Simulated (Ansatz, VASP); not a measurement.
## One calculation of KCl, two programs

```
CELL_PARAMETERS angstrom
0.00000 3.15610 3.15610
3.15610 0.00000 3.15610
3.15610 3.15610 0.00000
ATOMIC_POSITIONS crystal
K 0.00000 0.00000 0.00000
Cl 0.50000 0.50000 0.50000
```

Alike in both runs: task single point; functional PBE; k mesh 7 × 7 × 7; occupations gaussian, width 0.05 eV; no spin polarisation.

|  | VASP | Ansatz |
| --- | --- | --- |
| version | VASP 6.6.1 | Ansatz 0.2.0 |
| potentials or method | VASP PAW PBE potentials, release 64 (K_sv, Cl), cutoff 520 eV | all-electron LAPW, scalar-relativistic |

|  | VASP | Ansatz | Ansatz less VASP |
| --- | --- | --- | --- |
| gap on the k mesh at the Fermi level (eV) | 5.16 | 5.16 | +0.002 |
| pressure (GPa) | 0.6 | 0.6 | -0.02 |

Ansatz ran all-electron here, and VASP with PAW potentials.
